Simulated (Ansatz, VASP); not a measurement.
## HCl in VASP and in Ansatz

```
Cl H
1.0
     9.26613    0.00000    0.00000
     0.00000    9.26613    0.00000
     0.00000    0.00000    9.26613
Cl H
12 12
Cartesian
  -0.5265 6.4072 0.8756
  1.2054 5.7404 7.1077
  4.4229 5.1394 0.4242
  4.2116 9.0740 4.9903
  1.1118 2.7006 0.8160
  5.4840 1.4796 9.9199
  8.0789 8.5576 4.1831
  6.6529 5.4297 5.3586
  2.6818 8.3313 1.0407
  2.9937 5.7017 3.7964
  8.3981 9.3678 8.3283
  9.3296 3.0939 5.0197
  0.0872 5.9046 -0.1703
  0.7571 4.6787 6.4720
  4.8868 3.9247 0.4206
  3.8573 7.9324 4.4550
  0.5714 1.6757 0.2202
  6.5032 0.9764 9.2663
  9.3577 8.3711 4.0960
  7.2862 6.5373 5.0646
  3.6656 9.1572 0.8130
  3.4764 5.4905 2.6029
  8.5579 8.2988 9.0951
  8.2803 3.8841 4.8788
```

Alike in both runs: functional PBE; k mesh 1 × 1 × 1; occupations fermi-dirac, width 0.02 eV; no spin polarisation.

Ansatz relaxed the structure, and its values are those at the end. VASP's run is a single point on that final structure, the one shown.

|  | VASP | Ansatz |
| --- | --- | --- |
| version | VASP 6.6.1 | Ansatz 0.2.0 |
| potentials or method | VASP PAW PBE potentials, release 64 (Cl, H), cutoff 520 eV | scalar-relativistic, plane waves, PAW |
| valence electrons in the cell | 96 | 96 |

|  | VASP | Ansatz | Ansatz less VASP |
| --- | --- | --- | --- |
| rms of the force components (eV/Å) | 0.120 | 0.071 | -0.0485 |

The functional is the same, so the differences come from potentials, cutoffs and numerics.
